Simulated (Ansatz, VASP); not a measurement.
One calculation of Bi2Te3, two programs

File INCAR:

```
SYSTEM = Bi2Te3
ALGO     = Normal         ! electronic algorithm
EDIFF    = 1E-6           ! SCF threshold, eV
EDIFFG   = -0.04          ! ionic threshold
ENCUT    = 600            ! plane-wave cutoff, eV
GGA      = PE             ! functional
IBRION   = 2              ! ionic algorithm
ISIF     = 3              ! what is computed and relaxed
ISMEAR   = 0              ! smearing method
LASPH    = .True.         ! aspherical terms in the spheres
LCHARG   = .False.        ! write CHGCAR
LREAL    = .False.        ! projectors in reciprocal space
LWAVE    = .False.        ! write WAVECAR
NELM     = 100            ! most SCF steps
NSW      = 90             ! ionic steps
PREC     = Accurate       ! precision mode
SIGMA    = 0.1            ! smearing width, eV
```

File KPOINTS:

```
k-points
0
Gamma
  6 6 6
  0 0 0
```

The input POSCAR:

```
Bi2Te3
1.0
   -2.1813847888      2.1813847888      8.6625936736
    2.1813847888     -2.1813847888      8.6625936736
    2.1813847888      2.1813847888     -8.6625936736
Bi Te
2 3
Direct
    0.1292241885      0.1292241885      0.0000000000
    0.8707758115      0.8707758115      0.0000000000
    0.3205826982      0.3205826982      0.0000000000
    0.6794173018      0.6794173018      0.0000000000
    0.5000000000      0.5000000000      0.0000000000
```

Input for Ansatz:

```yaml
crystal:
  lattice:
    - [-2.1813834627, 2.1813834627, 8.6625959608]
    - [2.1813834627, -2.1813834627, 8.6625959608]
    - [2.1813834627, 2.1813834627, -8.6625959608]
  atoms:
    - { symbol: Bi, position: [0.1292237718, 0.1292237718, 0.0] }
    - { symbol: Bi, position: [0.8707762282, 0.8707762282, 0.0] }
    - { symbol: Te, position: [0.3205827949, 0.3205827949, 0.0] }
    - { symbol: Te, position: [0.6794172051, 0.6794172051, 0.0] }
    - { symbol: Te, position: [0.5, 0.5, 0.0] }
basis:
  ecutwfc: 420
kpoints:
  mp_grid: { grid: [6, 6, 6] }
hamiltonian:
  xc: pbe
scf:
  occupations: { method: gaussian, width: 0.1 }
  lower_state_search: "off"
output:
  forces: true
  stress: true
  eigenvalues: true
relax:
  adjacent_minimum: "off"
  f_tol: 0.04
  max_steps: 70
  cell: { stress_tol: 0.4 }
```

Alike in both runs: task relaxation of cell and atoms; functional PBE; k mesh 6 × 6 × 6; occupations gaussian, width 0.1 eV; no spin polarisation.

```csv
,VASP,Ansatz
version,VASP 6.6.1,Ansatz 0.2.0
potentials or method,"VASP PAW PBE potentials, release 64 (Bi_d, Te), cutoff 600 eV","scalar-relativistic, plane waves, PAW"
valence electrons in the cell,48,78
```

Ansatz gave:

| Quantity | Value |
| --- | --- |
| gap on the k mesh at the Fermi level, each at its own relaxed structure (eV) | none |
| relaxed volume (Å³/atom) | 33.00 |
| relaxed length of the cell vector where the two differ most in proportion (Å) | 9.228 |

Problem. Estimate VASP's values.

Solution. gap on the k mesh at the Fermi level, each at its own relaxed structure (eV): none; relaxed volume (Å³/atom): 32.53; relaxed length of the cell vector where the two differ most in proportion (Å): 9.290.

A gap of «none» marks a metal or a gap that the smearing closes. VASP's potentials hold 48 valence electrons a cell and Ansatz's 78, so a difference there can come from the potentials and not from the codes.

Neither program's run includes spin-orbit coupling.
